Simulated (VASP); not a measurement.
# TePb (Pm-3m) in VASP: further runs

TePb is run at these levels: PBEsol; tasks: single point.

All numbers are computed with VASP 6.6.1; they aren't measurements. Logs are shortened: lines on timing, memory, paths and dates and some standing lists are left out, and cuts for length are marked.

## 1. The cell of the first run

Symmetry: Pm-3m, No. 221, cubic system. Conventional cell: a = 4.002 Å, b = 4.002 Å, c = 4.002 Å, α = 90.00°, β = 90.00°, γ = 90.00°. Within 4.6 Å of Pb (site symmetry m-3m) lie 8 Te at 3.47 Å and 6 Pb at 4.00 Å. Within 4.6 Å of Te (site symmetry m-3m) lie 8 Pb at 3.47 Å and 6 Te at 4.00 Å.

## 2. Single point, PBEsol

The input, INCAR:

```
ALGO = Normal ; EDIFF = 1E-6
ENCUT = 520 ; GGA = PS
ISIF = 2 ; ISMEAR = 0
LASPH = T ; LCHARG = F
LREAL = F ; LWAVE = F
NBANDS = 17 ; NELM = 80
PREC = Accurate ; SIGMA = 0.05
```

The input, KPOINTS:

```
k-points
0
Gamma
  8 8 8
```

The input, POSCAR:

```
TePb
1.0
    4.0022870000      0.0000000000      0.0000000000
    0.0000000000      4.0022870000      0.0000000000
    0.0000000000      0.0000000000      4.0022870000
Pb Te
1 1
Direct
    0.0000000000      0.0000000000      0.0000000000
    0.5000000000      0.5000000000      0.5000000000
```

Potentials or basis: VASP PAW PBE potentials, release 64 (Pb_d, Te).

Started as:

```sh
cat potpaw_PBE.64/Pb_d/POTCAR potpaw_PBE.64/Te/POTCAR > POTCAR
mpirun -np 1 vasp_std > vasp.out
```

OUTCAR:

```text
EDIFF = 1E-6
   ENCUT = 520
   GGA = PS
   ISIF = 2
   ISMEAR = 0
   LASPH = T
   LREAL = F
   NELM = 80
   PREC = Accurate

 ion  position               nearest neighbor table
   1  0.000  0.000  0.000-   2 3.47   2 3.47   2 3.47   2 3.47   2 3.47   2 3.47   2 3.47   2 3.47

   2  0.500  0.500  0.500-   1 3.47   1 3.47   1 3.47   1 3.47   1 3.47   1 3.47   1 3.47   1 3.47

  LATTYP: Found a simple cubic cell.
 ALAT       =     4.0022870000

  Lattice vectors:

 A1 = (   4.0022870000,   0.0000000000,   0.0000000000)
 A2 = (   0.0000000000,   4.0022870000,   0.0000000000)
 A3 = (   0.0000000000,   0.0000000000,   4.0022870000)

Analysis of symmetry for initial positions (statically):
=====================================================================
 Subroutine PRICEL returns:
 Original cell was already a primitive cell.

 Routine SETGRP: Setting up the symmetry group for a
 simple cubic supercell.

 Subroutine GETGRP returns: Found 48 space group operations
 (whereof 48 operations were pure point group operations)
 out of a pool of 48 trial point group operations.

The static configuration has the point symmetry O_h .

Analysis of symmetry for dynamics (positions and initial velocities):
=====================================================================
 Subroutine PRICEL returns:
 Original cell was already a primitive cell.

 Routine SETGRP: Setting up the symmetry group for a
 simple cubic supercell.

 Subroutine GETGRP returns: Found 48 space group operations
 (whereof 48 operations were pure point group operations)
 out of a pool of 48 trial point group operations.

The dynamic configuration has the point symmetry O_h .

 Subroutine INISYM returns: Found 48 space group operations
 (whereof 48 operations are pure point group operations),
 and found     1 'primitive' translations

----------------------------------------------------------------------------------------

                                     Primitive cell

  volume of cell :      64.1098

  direct lattice vectors                    reciprocal lattice vectors
     4.002287000  0.000000000  0.000000000     0.249857144  0.000000000  0.000000000
     0.000000000  4.002287000  0.000000000     0.000000000  0.249857144  0.000000000
     0.000000000  0.000000000  4.002287000     0.000000000  0.000000000  0.249857144

  length of vectors
     4.002287000  4.002287000  4.002287000     0.249857144  0.249857144  0.249857144

  position of ions in fractional coordinates (direct lattice)
     0.000000000  0.000000000  0.000000000
     0.500000000  0.500000000  0.500000000

  ion indices of the primitive-cell ions
   primitive index   ion index
                 1           1
                 2           2

----------------------------------------------------------------------------------------

 KPOINTS: k-points

Automatic generation of k-mesh.
 Grid dimensions read from file:
 generate k-points for:    8    8    8

 Generating k-lattice:

  Cartesian coordinates                     Fractional coordinates (reciprocal lattice)
     0.031232143  0.000000000  0.000000000     0.125000000  0.000000000  0.000000000
     0.000000000  0.031232143  0.000000000     0.000000000  0.125000000  0.000000000
     0.000000000  0.000000000  0.031232143     0.000000000  0.000000000  0.125000000

  Length of vectors
     0.031232143  0.031232143  0.031232143

  Shift w.r.t. Gamma in fractional coordinates (k-lattice)
     0.000000000  0.000000000  0.000000000

 Subroutine IBZKPT returns following result:
 ===========================================

 Found     35 irreducible k-points:

 Following reciprocal coordinates:
            Coordinates               Weight
  0.000000  0.000000  0.000000      1.000000
  0.125000  0.000000  0.000000      6.000000
  0.250000  0.000000  0.000000      6.000000
  0.375000  0.000000  0.000000      6.000000
  0.500000  0.000000  0.000000      3.000000
  0.125000  0.125000  0.000000     12.000000
[... 16 lines left out ...]
  0.375000  0.375000  0.125000     24.000000
  0.500000  0.375000  0.125000     24.000000
 [... further k-points ...]
   k-points           NKPTS =     35   k-points in BZ     NKDIM =     35   number of bands    NBANDS=     17
   number of dos      NEDOS =    301   number of ions     NIONS =      2
   total plane-waves  NPLWV =  27000
   dimension x,y,z NGX =    30 NGY =   30 NGZ =   30
   dimension x,y,z NGXF=    60 NGYF=   60 NGZF=   60
   ions per type =               1   1
   NGX,Y,Z   is equivalent  to a cutoff of  12.46, 12.46, 12.46 a.u.
   NGXF,Y,Z  is equivalent  to a cutoff of  24.92, 24.92, 24.92 a.u.
 SYSTEM =  unknown system
   PREC   = accura    normal or accurate (medium, high low for compatibility)
   ISTART =      0    job   : 0-new  1-cont  2-samecut
   ICHARG =      2    charge: 1-file 2-atom 10-const
   ISPIN  =      1    spin polarized calculation?
   LNONCOLLINEAR =      F non collinear calculations
   LSORBIT =      F    spin-orbit coupling
   LASPH  =      T    aspherical Exc in radial PAW
   ENCUT  =  520.0 eV  38.22 Ry    6.18 a.u.   7.44  7.44  7.44*2*pi/ulx,y,z
   NELM   =     80;   NELMIN=  2; NELMDL= -5     # of ELM steps
   EDIFF  = 0.1E-05   stopping-criterion for ELM
   LREAL  =      F    real-space projection
   EDIFFG = 0.1E-04   stopping-criterion for IOM
   NSW    =      0    number of steps for IOM
   IBRION =     -1    ionic relax: 0-MD 1-quasi-New 2-CG
   NFREE  =      0    steps in history (QN), initial steepest desc. (CG)
   ISIF   =      2    stress and relaxation
   ISYM   =      2    0-nonsym 1-usesym 2-fastsym
   POTIM  = 0.5000    time-step for ionic-motion
   TEBEG  =    0.0;   TEEND  =   0.0 temperature during run
   PSTRESS=    0.0 pullay stress
   NELECT =      20.0000    total number of electrons
   NUPDOWN=      -1.0000    fix difference up-down
   EMIN   =  10.00;   EMAX   =-10.00  energy-range for DOS
   EFERMI =   0.00;   METHOD = LEGACY
   ISMEAR =     0;   SIGMA  =   0.05  broadening in eV -4-tet -1-fermi 0-gaus
   EFERMI_NEDOS =   21; number of points for ismear=-14 and -15
   IALGO  =     38    algorithm
   IMIX   =      4    mixing-type and parameters
     AMIX     =   0.40;   BMIX     =  1.00
     AMIX_MAG =   1.60;   BMIX_MAG =  1.00
  volume/ion in A,a.u.               =      32.05       216.32
  Fermi-wavevector in a.u.,A,eV,Ry     =   1.110307  2.098177 16.773027  1.232783
  Thomas-Fermi vector in A             =   2.246857
   LORBIT       =      0    0 simple, 1 ext, 2 COOP (PROOUT), +10 PAW based schemes
   GGA     = PS    functional components
   LHFCALC =     F    Hartree Fock is set to
   AEXX    =    0.0000 exact exchange contribution
   IVDW    =     0    specifies the selected vdW correction
   LEPSILON=     F    determine dielectric tensor
   LRPA    =     F    only Hartree local field effects (RPA)
 non-spin polarized calculation
 Gauss-broadening in eV      SIGMA  =   0.05
  energy-cutoff  :      520.00
  volume of cell :       64.11
 maximum number of plane-waves:      1751
 NGX is ok and might be reduce to    30
   NGX = 15   NGY = 15   NGZ = 15

 number of electron      20.0000009 magnetization

 Free energy of the ion-electron system (eV)
  ---------------------------------------------------
  ext. energy  EPLUGINS =         0.00000000
  ---------------------------------------------------
  free energy    TOTEN  =        -7.83326988 eV

  energy without entropy =       -7.83163860  energy(sigma->0) =       -7.83245424

 E-fermi :   6.2419     XC(G=0):  -9.8322

 val. band max:        6.1773401651   @ k =   0.2500   0.1250   0.1250
 cond. band min:       6.2685728205   @ k =   0.3750   0.3750   0.3750
 fundamental gap:      0.0912326554
 Fermi energy:         6.2418983314

 k-point     1 :       0.0000    0.0000    0.0000
  band No.  band energies     occupation
      1     -10.8389      2.00000
      2     -10.8389      2.00000
      3     -10.7551      2.00000
      4     -10.7551      2.00000
      5     -10.7551      2.00000
      6      -5.9481      2.00000
[... 9 lines left out ...]
     16      16.1114      0.00000
     17      17.2688      0.00000

 k-point     2 :       0.1250    0.0000    0.0000
  band No.  band energies     occupation
      1     -10.8384      2.00000
      2     -10.8285      2.00000
      3     -10.7589      2.00000
      4     -10.7589      2.00000
      5     -10.7548      2.00000
      6      -5.8236      2.00000
[... 9 lines left out ...]
     16      16.4563      0.00000
     17      16.6604      0.00000

 k-point     3 :       0.2500    0.0000    0.0000
  band No.  band energies     occupation
      1     -10.8371      2.00000
      2     -10.8037      2.00000
      3     -10.7680      2.00000
      4     -10.7680      2.00000
      5     -10.7542      2.00000
      6      -5.4641      2.00000
[... 9 lines left out ...]
     16      14.8817      0.00000
     17      16.6705      0.00000

 k-point     4 :       0.3750    0.0000    0.0000
  band No.  band energies     occupation
      1     -10.8358      2.00000
      2     -10.7788      2.00000
      3     -10.7771      2.00000
      4     -10.7771      2.00000
      5     -10.7535      2.00000
      6      -4.9433      2.00000
[... 9 lines left out ...]
     16      15.6128      0.00000
     17      17.2899      0.00000

 k-point     5 :       0.5000    0.0000    0.0000
  band No.  band energies     occupation
      1     -10.8353      2.00000
      2     -10.7809      2.00000
      3     -10.7809      2.00000
      4     -10.7686      2.00000
      5     -10.7533      2.00000
      6      -4.5994      2.00000
[... 9 lines left out ...]
     16      17.7039      0.00000
     17      18.1912      0.00000

 k-point     6 :       0.1250    0.1250    0.0000
  band No.  band energies     occupation
      1     -10.8330      2.00000
      2     -10.8230      2.00000
      3     -10.7632      2.00000
      4     -10.7590      2.00000
      5     -10.7581      2.00000
      6      -5.7002      2.00000
[... 9 lines left out ...]
     16      15.4032      0.00000
     17      15.8814      0.00000

 k-point     7 :       0.2500    0.1250    0.0000
  band No.  band energies     occupation
      1     -10.8299      2.00000
      2     -10.7997      2.00000
      3     -10.7734      2.00000
      4     -10.7675      2.00000
      5     -10.7577      2.00000
      6      -5.3456      2.00000
[... 9 lines left out ...]
     16      14.8384      0.00000
     17      15.5712      0.00000

 k-point     8 :       0.3750    0.1250    0.0000
  band No.  band energies     occupation
      1     -10.8283      2.00000
      2     -10.7837      2.00000
      3     -10.7764      2.00000
      4     -10.7749      2.00000
      5     -10.7568      2.00000
      6      -4.8374      2.00000
[... 9 lines left out ...]
     16      15.7200      0.00000
     17      15.8895      0.00000
[... 203 lines left out ...]
      1     -10.8195      2.00000
      2     -10.7886      2.00000
      3     -10.7850      2.00000
      4     -10.7619      2.00000
      5     -10.7597      2.00000
      6      -4.4236      2.00000
[... 9 lines left out ...]
     16      14.9848      0.00000
     17      15.0927      0.00000

 k-point    20 :       0.2500    0.2500    0.1250
  band No.  band energies     occupation
      1     -10.8083      2.00000
      2     -10.7856      2.00000
      3     -10.7833      2.00000
      4     -10.7719      2.00000
      5     -10.7695      2.00000
      6      -4.9022      2.00000
[... 9 lines left out ...]
     16      15.0068      0.00000
     17      15.6334      0.00000

 k-point    21 :       0.3750    0.2500    0.1250
  band No.  band energies     occupation
      1     -10.8041      2.00000
      2     -10.7979      2.00000
      3     -10.7801      2.00000
      4     -10.7692      2.00000
      5     -10.7605      2.00000
      6      -4.4578      2.00000
[... 9 lines left out ...]
     16      14.7332      0.00000
     17      15.8894      0.00000

 k-point    22 :       0.5000    0.2500    0.1250
  band No.  band energies     occupation
      1     -10.8031      2.00000
      2     -10.8030      2.00000
      3     -10.7838      2.00000
      4     -10.7686      2.00000
      5     -10.7505      2.00000
      6      -4.1986      2.00000
[... 9 lines left out ...]
     16      14.5403      0.00000
     17      15.9830      0.00000

 k-point    23 :       0.3750    0.3750    0.1250
  band No.  band energies     occupation
      1     -10.8126      2.00000
      2     -10.7947      2.00000
      3     -10.7784      2.00000
      4     -10.7773      2.00000
      5     -10.7426      2.00000
      6      -4.1140      2.00000
[... 9 lines left out ...]
     16      15.0142      0.00000
     17      16.0729      0.00000

 k-point    24 :       0.5000    0.3750    0.1250
  band No.  band energies     occupation
      1     -10.8186      2.00000
      2     -10.7923      2.00000
      3     -10.7814      2.00000
      4     -10.7770      2.00000
      5     -10.7338      2.00000
      6      -3.9397      2.00000
[... 9 lines left out ...]
     16      15.1755      0.00000
     17      15.9161      0.00000

 [... further k-points ...]

------------------------ aborting loop because EDIFF is reached ----------------------------------------

  FORCE on cell =-STRESS in cart. coord.  units (eV):
  Direction    XX          YY          ZZ          XY          YZ          ZX
  --------------------------------------------------------------------------------------
  -------------------------------------------------------------------------------------
  Total       -1.0715936     -1.0715936     -1.0715936      0.0000000      0.0000000     -0.0000000
  in kB      -26.7803359    -26.7803359    -26.7803359      0.0000000      0.0000000     -0.0000000
  external PRESSURE =     -26.7803359 kB  Pullay stress =       0.0000000 kB

 VOLUME and BASIS-vectors are now :
 -----------------------------------------------------------------------------
  energy-cutoff  :      520.00
  volume of cell :       64.11
      direct lattice vectors                 reciprocal lattice vectors
     4.002287000  0.000000000  0.000000000     0.249857144  0.000000000  0.000000000
     0.000000000  4.002287000  0.000000000     0.000000000  0.249857144  0.000000000
     0.000000000  0.000000000  4.002287000     0.000000000  0.000000000  0.249857144

 POSITION                                       TOTAL-FORCE (eV/Angst)
 -----------------------------------------------------------------------------------
      0.00000      0.00000      0.00000         0.000000      0.000000      0.000000
      2.00114      2.00114      2.00114         0.000000      0.000000      0.000000
 -----------------------------------------------------------------------------------
    total drift:                               -0.000000     -0.000000     -0.000000

  FREE ENERGIE OF THE ION-ELECTRON SYSTEM (eV)
  ---------------------------------------------------
  free  energy   TOTEN  =        -7.8332698832 eV

  energy  without entropy=       -7.8316385988  energy(sigma->0) =       -7.83245424
```

Run time: 46 s. Hardware: 1 thread of AMD EPYC 7R43 (Zen 3), shared host; peak memory 0.15 GiB.

Results:

- Free energy: -7.8333 eV
- Pressure: -2.7 GPa
- Band gap on the k mesh: zero (bands 10 and 11 overlap by 1.33 eV)

Levels at points of the mesh, in eV from the Fermi level:
```tsv
k point	band 7	band 8	band 9	band 10	band 11	band 12	band 13	band 14
(0.00, 0.00, 0.00)	-6.81	-1.58	-1.58	-1.58	3.95	3.95	5.21	5.21
(0.50, 0.00, 0.00)	-9.09	-0.78	-0.15	-0.15	0.12	2.28	2.28	5.29
(0.50, 0.50, 0.00)	-7.95	-4.42	-4.42	0.23	3.47	3.67	3.67	5.96
(0.50, 0.50, 0.50)	-7.20	-2.48	-2.48	-2.48	-1.10	-1.10	-1.10	13.49
```

Caveat: the PAW data sets were made with another functional, which shifts forces and pressure a little; spin-orbit coupling is left out, which moves the levels of the heavy elements.

## 3. Single point, PBEsol

The input, INCAR:

```
ALGO     = Normal         # electronic algorithm
EDIFF    = 1E-6           # SCF threshold, eV
ENCUT    = 520            # plane-wave cutoff, eV
GGA      = PS             # functional
ISIF     = 2              # what is computed and relaxed
ISMEAR   = 0              # smearing method
LASPH    = T              # aspherical terms in the spheres
LCHARG   = F              # write CHGCAR
LREAL    = F              # projectors in reciprocal space
LWAVE    = F              # write WAVECAR
NBANDS   = 17             # bands
NELM     = 100            # most SCF steps
PREC     = Accurate       # precision mode
SIGMA    = 0.05           # smearing width, eV
```

The input, KPOINTS:

```
k-points
0
Gamma
  9 9 9
```

POSCAR is that of step 2.

Potentials or basis: VASP PAW PBE potentials, release 64 (Pb_d, Te).

Started as:

```sh
cat potpaw_PBE.64/Pb_d/POTCAR potpaw_PBE.64/Te/POTCAR > POTCAR
mpirun -np 1 vasp_std > vasp.out
```

It took 31 s on 1 thread of AMD EPYC 7R43 (Zen 3), shared host; peak memory 0.15 GiB.

Results (log left out):

* Free energy: -7.8453 eV
* Pressure: -3.0 GPa
* Band gap on the k mesh: zero (bands 10 and 11 overlap by 0.98 eV)

Levels at points of the mesh, in eV from the Fermi level:
| k point | band 6 | band 7 | band 8 | band 9 | band 10 | band 11 | band 12 | band 13 | band 14 | band 15 |
| --- | --- | --- | --- | --- | --- | --- | --- | --- | --- | --- |
| (0.00, 0.00, 0.00) | -12.08 | -6.68 | -1.47 | -1.47 | -1.47 | 4.08 | 4.08 | 5.35 | 5.35 | 5.35 |

Caveat: the PAW data sets were made with another functional, which shifts forces and pressure a little; spin-orbit coupling is left out, which moves the levels of the heavy elements.

## 4. Single point, PBEsol

The input, INCAR:

```
SYSTEM = TePb
PREC = Accurate
ENCUT = 520
EDIFF = 1E-6
ISMEAR = 0
SIGMA = 0.05
LREAL = .False.
LASPH = .True.
NELM = 60
ALGO = Normal
ISIF = 2
LWAVE = .False.
LCHARG = .False.
GGA = PS
NBANDS = 17
```

The input, KPOINTS:

```
regular mesh
0
Gamma
  11 11 11
  0 0 0
```

POSCAR is that of step 3.

Started as:

```sh
cat potpaw_PBE.64/Pb_d/POTCAR potpaw_PBE.64/Te/POTCAR > POTCAR
mpirun -np 1 vasp_std > vasp.out
```

Wall time 49 s (1 thread of AMD EPYC 7R43 (Zen 3), shared host); peak memory 0.17 GiB.

The run converged. Its results:

* Free energy: -7.8328 eV
* Pressure: -2.8 GPa
* Band gap on the k mesh: zero (bands 10 and 11 overlap by 1.11 eV)

Levels at points of the mesh, in eV from the Fermi level:
| k point | band 7 | band 8 | band 9 | band 10 | band 11 | band 12 | band 13 | band 14 |
| --- | --- | --- | --- | --- | --- | --- | --- | --- |
| (0.00, 0.00, 0.00) | -6.73 | -1.50 | -1.50 | -1.50 | 4.03 | 4.03 | 5.30 | 5.30 |

Caveat: the PAW data sets were made with another functional, which shifts forces and pressure a little; spin-orbit coupling is left out, which moves the levels of the heavy elements.

## 5. Summary

| k mesh | gap on the mesh (eV) | pressure (GPa) |
| --- | --- | --- |
| 8 × 8 × 8 | none | -2.7 |
| 9 × 9 × 9 | none | -3.0 |
| 11 × 11 × 11 | none | -2.8 |

Alike in all rows: task single point; level PBEsol; potentials or basis VASP PAW PBE potentials, release 64 (Pb_d, Te); no spin polarisation; cell as given; cutoff (eV) 520; smearing gaussian 0.05 eV.

Caveats: the PAW data sets were made with another functional, which shifts forces and pressure a little; spin-orbit coupling is left out, which moves the levels of the heavy elements.

Absolute energies hang on the potentials; compare differences alone.
